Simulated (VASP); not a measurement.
# HfS5 (Cmmm) in VASP: a series of runs

Runs on HfS5. Level: PBE. Tasks: single point.

All numbers are computed with VASP 6.6.1; they aren't measurements. Logs are shortened: lines on timing, memory, paths and dates and some standing lists are left out, and cuts for length are marked.

## (1) The cell of the first run

It takes space group Cmmm (No. 65, orthorhombic). Conventional cell: a = 6.520 Å, b = 8.103 Å, c = 8.109 Å, α = 90.00°, β = 90.00°, γ = 90.00°. Hf (site symmetry mmm) has 2 S at 2.33 Å within 3.1 Å. Within 3.1 Å of S (site symmetry mm2) lie 1 Hf at 2.33 Å and 2 S at 2.70 Å. Within 2.7 Å of S (site symmetry m2m) lie 3 S at 1.98 to 2.70 Å. Within 2.6 Å of S (site symmetry mmm) lie 2 S at 1.98 Å.

The cell was generated, and may not be a known phase.

## (2) Single point, PBE

The input, INCAR:

```
SYSTEM = HfS5
ALGO = Normal
EDIFF = 1E-6
ENCUT = 520
GGA = PE
ISIF = 2
ISMEAR = 0
LASPH = .True.
LCHARG = .False.
LREAL = .False.
LWAVE = .False.
NBANDS = 29
NELM = 60
PREC = Accurate
SIGMA = 0.1
```

The input, KPOINTS:

```
k-points
0
Gamma
  4 4 4
  0 0 0
```

The input, POSCAR:

```
HfS5
1.0
    4.0514041974     -3.2599098664      0.0000000000
    4.0514041974      3.2599098664      0.0000000000
    0.0000000000      0.0000000000      8.1091592458
Hf S
1 5
Direct
    0.5000000000      0.5000000000      0.5000000000
    0.5000000000      0.5000000000      0.7869531306
    0.5000000000      0.5000000000      0.2130468694
    0.2439326129      0.2439326129      0.0000000000
    0.7560673871      0.7560673871      0.0000000000
    0.0000000000      0.0000000000      0.0000000000
```

Potentials or basis: VASP PAW PBE potentials, release 64 (Hf_pv, S).

Run with:

```sh
cat potpaw_PBE.64/Hf_pv/POTCAR potpaw_PBE.64/S/POTCAR > POTCAR
mpirun -np 1 vasp_std > vasp.out
```

OUTCAR:

```text
SYSTEM = HfS5
   EDIFF = 1E-6
   ENCUT = 520
   GGA = PE
   ISIF = 2
   ISMEAR = 0
   LASPH = .True.
   LREAL = .False.
   NELM = 60
   PREC = Accurate

 ion  position               nearest neighbor table
   1  0.500  0.500  0.500-   2 2.33   3 2.33
   2  0.500  0.500  0.787-   1 2.33   4 2.70   5 2.70
   3  0.500  0.500  0.213-   1 2.33   4 2.70   5 2.70
   4  0.244  0.244  0.000-   6 1.98   3 2.70   2 2.70
   5  0.756  0.756  0.000-   6 1.98   3 2.70   2 2.70
   6  0.000  0.000  0.000-   4 1.98   5 1.98

  LATTYP: Found a base centered orthorhombic cell.
 ALAT       =     6.5198197328
 B/A-ratio  =     1.2427963850
 C/A-ratio  =     1.2437704688

  Lattice vectors:

 A1 = (  -4.0514041974,  -3.2599098664,   0.0000000000)
 A2 = (   4.0514041974,  -3.2599098664,   0.0000000000)
 A3 = (   0.0000000000,   0.0000000000,   8.1091592458)

Analysis of symmetry for initial positions (statically):
=====================================================================
 Subroutine PRICEL returns:
 Original cell was already a primitive cell.

 Routine SETGRP: Setting up the symmetry group for a
 base centered orthorhombic supercell.

 Subroutine GETGRP returns: Found  8 space group operations
 (whereof  8 operations were pure point group operations)
 out of a pool of  8 trial point group operations.

The static configuration has the point symmetry D_2h.

Analysis of symmetry for dynamics (positions and initial velocities):
=====================================================================
 Subroutine PRICEL returns:
 Original cell was already a primitive cell.

 Routine SETGRP: Setting up the symmetry group for a
 base centered orthorhombic supercell.

 Subroutine GETGRP returns: Found  8 space group operations
 (whereof  8 operations were pure point group operations)
 out of a pool of  8 trial point group operations.

The dynamic configuration has the point symmetry D_2h.

 Subroutine INISYM returns: Found  8 space group operations
 (whereof  8 operations are pure point group operations),
 and found     1 'primitive' translations

----------------------------------------------------------------------------------------

                                     Primitive cell

  volume of cell :     214.1988

  direct lattice vectors                    reciprocal lattice vectors
     4.051404197 -3.259909866  0.000000000     0.123414001 -0.153378474  0.000000000
     4.051404197  3.259909866  0.000000000     0.123414001  0.153378474  0.000000000
     0.000000000  0.000000000  8.109159246     0.000000000  0.000000000  0.123317346

  length of vectors
     5.200085414  5.200085414  8.109159246     0.196865365  0.196865365  0.123317346

  position of ions in fractional coordinates (direct lattice)
     0.500000000  0.500000000  0.500000000
     0.500000000  0.500000000  0.786953131
     0.500000000  0.500000000  0.213046869
     0.243932613  0.243932613  0.000000000
     0.756067387  0.756067387  0.000000000
     0.000000000  0.000000000  0.000000000

  ion indices of the primitive-cell ions
   primitive index   ion index
                 1           1
                 2           2
                 3           3
                 4           4
                 5           5
                 6           6

----------------------------------------------------------------------------------------

 KPOINTS: k-points

Automatic generation of k-mesh.
 Grid dimensions read from file:
 generate k-points for:    4    4    4

 Generating k-lattice:

  Cartesian coordinates                     Fractional coordinates (reciprocal lattice)
     0.030853500 -0.038344618  0.000000000     0.250000000  0.000000000  0.000000000
     0.030853500  0.038344618  0.000000000     0.000000000  0.250000000  0.000000000
     0.000000000  0.000000000  0.030829337     0.000000000  0.000000000  0.250000000

  Length of vectors
     0.049216341  0.049216341  0.030829337

  Shift w.r.t. Gamma in fractional coordinates (k-lattice)
     0.000000000  0.000000000  0.000000000

 Subroutine IBZKPT returns following result:
 ===========================================

 Found     21 irreducible k-points:

 Following reciprocal coordinates:
            Coordinates               Weight
  0.000000  0.000000  0.000000      1.000000
  0.250000 -0.000000  0.000000      4.000000
  0.500000 -0.000000  0.000000      2.000000
  0.250000  0.250000  0.000000      2.000000
  0.500000  0.250000  0.000000      4.000000
 -0.250000  0.250000  0.000000      2.000000
[... 13 lines left out ...]
 -0.250000  0.250000  0.500000      2.000000
  0.500000  0.500000  0.500000      1.000000
   k-points           NKPTS =     21   k-points in BZ     NKDIM =     21   number of bands    NBANDS=     29
   number of dos      NEDOS =    301   number of ions     NIONS =      6
   total plane-waves  NPLWV =  96000
   dimension x,y,z NGX =    40 NGY =   40 NGZ =   60
   dimension x,y,z NGXF=    80 NGYF=   80 NGZF=  120
[... 55 lines left out ...]
  ---------------------------------------------------
  ext. energy  EPLUGINS =         0.00000000
  ---------------------------------------------------
  free energy    TOTEN  =       -25.99152961 eV

  energy without entropy =      -25.95580292  energy(sigma->0) =      -25.97366626

 E-fermi :   0.8011     XC(G=0):  -7.2092

 val. band max:        0.7972716300   @ k =   0.5000   0.2500   0.2500
 cond. band min:       0.8059092529   @ k =  -0.2500   0.2500   0.5000
 fundamental gap:      0.0086376229
 Fermi energy:         0.8010594472

 k-point     1 :       0.0000    0.0000    0.0000
  band No.  band energies     occupation
      1     -31.4685      2.00000
      2     -31.4126      2.00000
      3     -30.8056      2.00000
      4     -15.6781      2.00000
      5     -12.9434      2.00000
      6     -11.7379      2.00000
[... 21 lines left out ...]
     28       5.6567      0.00000
     29       6.1138      0.00000

 k-point     2 :       0.2500   -0.0000    0.0000
  band No.  band energies     occupation
      1     -31.4686      2.00000
      2     -31.4128      2.00000
      3     -30.8056      2.00000
      4     -15.6009      2.00000
      5     -13.2178      2.00000
      6     -11.4767      2.00000
[... 21 lines left out ...]
     28       4.6390      0.00000
     29       5.7675      0.00000

 k-point     3 :       0.5000   -0.0000    0.0000
  band No.  band energies     occupation
      1     -31.4687      2.00000
      2     -31.4130      2.00000
      3     -30.8056      2.00000
      4     -15.5131      2.00000
      5     -13.4541      2.00000
      6     -11.2407      2.00000
[... 21 lines left out ...]
     28       4.2433      0.00000
     29       5.7414      0.00000

 k-point     4 :       0.2500    0.2500    0.0000
  band No.  band energies     occupation
      1     -31.4687      2.00000
      2     -31.4130      2.00000
      3     -30.8056      2.00000
      4     -15.5274      2.00000
      5     -13.4247      2.00000
      6     -11.2456      2.00000
[... 21 lines left out ...]
     28       5.0468      0.00000
     29       5.3528      0.00000

 k-point     5 :       0.5000    0.2500    0.0000
  band No.  band energies     occupation
      1     -31.4688      2.00000
      2     -31.4132      2.00000
      3     -30.8056      2.00000
      4     -15.4617      2.00000
      5     -13.4409      2.00000
      6     -11.5869      2.00000
[... 21 lines left out ...]
     28       3.9767      0.00000
     29       5.1768      0.00000
[... 414 lines left out ...]
     28       5.1298      0.00000
     29       5.6827      0.00000

 k-point    19 :       0.5000    0.2500    0.5000
  band No.  band energies     occupation
      1     -31.4688      2.00000
      2     -31.4132      2.00000
      3     -30.8056      2.00000
      4     -15.4615      2.00000
      5     -13.4254      2.00000
      6     -11.2459      2.00000
[... 21 lines left out ...]
     28       3.9419      0.00000
     29       5.3029      0.00000

 k-point    20 :      -0.2500    0.2500    0.5000
  band No.  band energies     occupation
      1     -31.4687      2.00000
      2     -31.4130      2.00000
      3     -30.8056      2.00000
      4     -15.5407      2.00000
      5     -13.1984      2.00000
      6     -11.4745      2.00000
[... 21 lines left out ...]
     28       4.6057      0.00000
     29       4.8791      0.00000

 k-point    21 :       0.5000    0.5000    0.5000
  band No.  band energies     occupation
      1     -31.4689      2.00000
      2     -31.4133      2.00000
      3     -30.8056      2.00000
      4     -15.4062      2.00000
      5     -13.4291      2.00000
      6     -11.5199      2.00000
[... 21 lines left out ...]
     28       3.6903      0.00000
     29       4.6826      0.00000

------------------------ aborting loop because EDIFF is reached ----------------------------------------

  FORCE on cell =-STRESS in cart. coord.  units (eV):
  Direction    XX          YY          ZZ          XY          YZ          ZX
  --------------------------------------------------------------------------------------
  -------------------------------------------------------------------------------------
  Total       -0.1780606      0.0149318     -0.1243956      0.0000000      0.0000000      0.0000000
  in kB       -1.3318690      0.1116876     -0.9304620      0.0000000      0.0000000      0.0000000
  external PRESSURE =      -0.7168811 kB  Pullay stress =       0.0000000 kB

 VOLUME and BASIS-vectors are now :
 -----------------------------------------------------------------------------
  energy-cutoff  :      520.00
  volume of cell :      214.20
      direct lattice vectors                 reciprocal lattice vectors
     4.051404197 -3.259909866  0.000000000     0.123414001 -0.153378474  0.000000000
     4.051404197  3.259909866  0.000000000     0.123414001  0.153378474  0.000000000
     0.000000000  0.000000000  8.109159246     0.000000000  0.000000000  0.123317346

 POSITION                                       TOTAL-FORCE (eV/Angst)
 -----------------------------------------------------------------------------------
      4.05140      0.00000      4.05458         0.000000      0.000000      0.000000
      4.05140      0.00000      6.38153         0.000000      0.000000     -0.070562
      4.05140      0.00000      1.72763         0.000000      0.000000      0.070562
      1.97654      0.00000      0.00000        -0.119408      0.000000     -0.000000
      6.12627      0.00000      0.00000         0.119408      0.000000      0.000000
      0.00000      0.00000      0.00000         0.000000      0.000000      0.000000
 -----------------------------------------------------------------------------------
    total drift:                               -0.000000     -0.000000     -0.000000

  FREE ENERGIE OF THE ION-ELECTRON SYSTEM (eV)
  ---------------------------------------------------
  free  energy   TOTEN  =       -25.9915296076 eV

  energy  without entropy=      -25.9558029202  energy(sigma->0) =      -25.97366626
```

It took 3 min on 1 thread of Intel Xeon 8259CL, shared host; peak memory 0.35 GiB.

What came out:

```yaml
Free_energy: -25.9915 eV
Pressure: -0.1 GPa
Largest_force: 0.119 eV/Å
Band_gap_on_the_k_mesh: zero (bands 20 and 21 overlap by 0.04 eV)
```

Forces on the atoms (eV/Å):
```
Hf   0.000  0.000  0.000
S    0.000  0.000 -0.071
S    0.000  0.000  0.071
S   -0.119  0.000  0.000
S    0.119  0.000  0.000
S    0.000  0.000  0.000
```

Stress tensor (GPa, compression positive):
```
-0.13  0.00  0.00
 0.00  0.01  0.00
 0.00  0.00 -0.09
```

Levels at points of the mesh, in eV from the Fermi level:
| k point | band 18 | band 19 | band 20 | band 21 | band 22 | band 23 |
| --- | --- | --- | --- | --- | --- | --- |
| (0.00, 0.00, 0.00) | -0.90 | -0.80 | -0.78 | 0.56 | 0.65 | 0.84 |
| (0.50, 0.00, 0.00) | -1.21 | -0.61 | -0.21 | -0.03 | 0.44 | 0.56 |
| (0.50, 0.50, 0.00) | -0.85 | -0.71 | -0.16 | 0.47 | 0.66 | 0.87 |
| (0.00, 0.00, 0.50) | -1.44 | -0.82 | -0.03 | 0.33 | 0.61 | 0.63 |
| (0.50, 0.00, 0.50) | -1.53 | -1.40 | -0.15 | -0.04 | 0.06 | 1.00 |
| (0.50, 0.50, 0.50) | -0.71 | -0.18 | -0.07 | 0.44 | 0.67 | 0.99 |

Caveat: spin-orbit coupling is left out, which moves the levels of the heavy elements.

## (3) Single point, PBE

This run uses another cell than the first one, of 27.97 Å³/atom.

The input, INCAR:

```
SYSTEM = HfS5
ALGO = Normal ; EDIFF = 1E-6
ENCUT = 520 ; GGA = PE
ISIF = 2 ; ISMEAR = 0
LASPH = .TRUE. ; LCHARG = .TRUE.
LELF = .TRUE. ; LREAL = .FALSE.
LVHAR = .TRUE. ; LWAVE = .FALSE.
NBANDS = 29 ; NELM = 60
PREC = Accurate ; SIGMA = 0.1
```

The input, KPOINTS:

```
k-points
0
G
  4 4 4
  0 0 0
```

The input, POSCAR:

```
HfS5
1.0
    3.4683458700     -4.4739535800      0.0000000000
    3.4683458700      4.4739535800      0.0000000000
    0.0000000000      0.0000000000      5.4083411300
Hf S
1 5
Direct
    0.5000000000      0.5000000000      0.5000000000
    0.5000000000      0.5000000000      0.8406468500
    0.5000000000      0.5000000000      0.1593531500
    0.2533819700      0.2533819700      0.0000000000
    0.7466180300      0.7466180300      0.0000000000
    0.0000000000      0.0000000000      0.0000000000
```

Potentials or basis: VASP PAW PBE potentials, release 64 (Hf_pv, S).

Run with:

```sh
cat potpaw_PBE.64/Hf_pv/POTCAR potpaw_PBE.64/S/POTCAR > POTCAR
mpirun -np 1 vasp_std > vasp.out
```

Run time: 2.1 min. Hardware: 1 thread of Intel Xeon 8259CL, shared host; peak memory 0.29 GiB.

Results (log left out):

```
Free energy            : -6.4980 eV
Pressure               : 57.2 GPa
Largest force          : 1.210 eV/Å
Band gap on the k mesh : zero (bands 20 and 21 overlap by 1.28 eV)
```

Forces on the atoms (eV/Å):
```
Hf   0.000  0.000  0.000
S    0.000  0.000  1.149
S    0.000  0.000 -1.149
S   -1.210  0.000  0.000
S    1.210  0.000  0.000
S    0.000  0.000  0.000
```

Stress tensor (GPa, compression positive):
```
81.08  0.00  0.00
 0.00 -0.66  0.00
 0.00  0.00 91.25
```

Levels at points of the mesh, in eV from the Fermi level:
```csv
k point,band 16,band 17,band 18,band 19,band 20,band 21,band 22,band 23,band 24,band 25
"(0.00, 0.00, 0.00)",-5.06,-1.47,-0.79,0.66,0.83,1.22,1.51,1.60,2.14,2.28
"(0.50, 0.00, 0.00)",-3.12,-2.77,-2.27,-1.60,-0.69,0.66,1.16,1.40,1.71,2.81
"(0.50, 0.50, 0.00)",-4.65,-0.79,-0.39,0.42,0.71,1.01,1.24,1.62,2.07,2.16
"(0.00, 0.00, 0.50)",-2.89,-2.46,-2.33,-0.70,-0.39,0.60,0.68,1.31,1.79,2.08
"(0.50, 0.00, 0.50)",-3.40,-2.97,-2.80,-2.04,-1.47,-0.21,0.31,0.61,1.17,1.92
"(0.50, 0.50, 0.50)",-3.09,-2.50,-2.35,-0.72,0.58,0.63,1.16,1.31,1.63,1.87
```

Caveat: the stress differs along the axes, from -1 to 91 GPa; spin-orbit coupling is left out, which moves the levels of the heavy elements; forces of over 1 eV/Å act on the atoms, so gaps and moduli don't describe the material at rest.

## (4) Single point, PBE

This run uses another cell than the first one, of 34.83 Å³/atom.

The input, INCAR:

```
  PREC = Accurate
  ENCUT = 520
  EDIFF = 1E-7
  ISMEAR = 0
  SIGMA = 0.1
  LREAL = F
  LASPH = T
  NELM = 60
  ALGO = Normal
  ISIF = 2
  LWAVE = F
  LCHARG = F
  GGA = PE
  NBANDS = 29
```

The input, KPOINTS:

```
Automatic mesh
0
Gamma
  8 8 6
```

The input, POSCAR:

```
HfS5
1.0
    3.1544632381     -4.0720897555      0.0000000000
    3.1544632381      4.0720897555      0.0000000000
    0.0000000000      0.0000000000      8.1351393922
Hf S
1 5
Direct
    0.5000000000      0.5000000000      0.5000000000
    0.5000000000      0.5000000000      0.7861491683
    0.5000000000      0.5000000000      0.2138508317
    0.7574713348      0.2425286652      0.0000000000
    0.2425286652      0.7574713348      0.0000000000
    0.0000000000      0.0000000000      0.0000000000
```

Run with:

```sh
cat potpaw_PBE.64/Hf_pv/POTCAR potpaw_PBE.64/S/POTCAR > POTCAR
mpirun -np 1 vasp_std > vasp.out
```

It took 17 min on 1 thread of Intel Xeon 8259CL, shared host; peak memory 0.59 GiB.

It converged, with:

| Item | Value |
| --- | --- |
| Free energy | -26.0062 eV |
| Pressure | -0.2 GPa |
| Largest force | 0.134 eV/Å |
| Band gap on the k mesh | zero (bands 20 and 21 overlap by 0.23 eV) |

Forces in eV/Å, atoms in the order of the input:
```
Hf   0.000  0.000  0.000
S    0.000  0.000 -0.049
S    0.000  0.000  0.049
S    0.000 -0.134  0.000
S    0.000  0.134  0.000
S    0.000  0.000  0.000
```

Stress tensor (GPa, compression positive):
```
-0.02  0.00  0.00
 0.00 -0.39  0.00
 0.00  0.00 -0.19
```

Levels at points of the mesh, in eV from the Fermi level:
```
           k point  band 16  band 17  band 18  band 19  band 20  band 21  band 22  band 23  band 24  band 25
(0.00, 0.00, 0.00)    -1.62    -1.43    -0.91    -0.81    -0.79     0.46     0.69     0.80     1.19     1.27
(0.50, 0.00, 0.00)    -2.07    -1.97    -1.22    -0.63    -0.17    -0.04     0.44     0.53     1.05     1.31
(0.50, 0.50, 0.00)    -1.27    -1.23    -0.89    -0.46    -0.26     0.47     0.59     0.95     0.99     1.40
(0.00, 0.00, 0.50)    -2.13    -1.64    -1.41    -0.83    -0.10     0.25     0.68     0.77     1.23     1.41
(0.50, 0.00, 0.50)    -1.75    -1.74    -1.58    -1.33    -0.11    -0.05     0.07     1.05     1.29     1.31
(0.50, 0.50, 0.50)    -1.91    -1.68    -0.46    -0.26    -0.13     0.46     0.69     1.05     1.17     1.40
```

Caveat: spin-orbit coupling is left out, which moves the levels of the heavy elements.

## (5) Overview

```tsv
cell	k mesh	gap on the mesh (eV)	pressure (GPa)	largest force (eV/Å)
a = 5.200, b = 5.200, c = 8.109 Å, angles 90.0, 90.0, 77.6°, 6 atoms, atomic positions A	4 × 4 × 4	none	-0.1	0.12
a = 5.661, b = 5.661, c = 5.408 Å, angles 90.0, 90.0, 104.4°, 6 atoms, atomic positions B	4 × 4 × 4	none	57.2	1.21
a = 5.151, b = 5.151, c = 8.135 Å, angles 90.0, 90.0, 104.5°, 6 atoms, atomic positions C	8 × 8 × 6	none	-0.2	0.13
```

Alike in all rows: task single point; level PBE; potentials or basis VASP PAW PBE potentials, release 64 (Hf_pv, S); no spin polarisation; cutoff (eV) 520; smearing gaussian 0.1 eV.

Caveats: spin-orbit coupling is left out, which moves the levels of the heavy elements; the stress differs along the axes, from -1 to 91 GPa (at least some runs); forces of over 1 eV/Å act on the atoms, so gaps and moduli don't describe the material at rest (at least some runs).

Total energies depend on the potentials used, so only differences within one code and one set of settings carry meaning.

The gap in the log of VASP goes by the Fermi energy; the results here count the filled bands.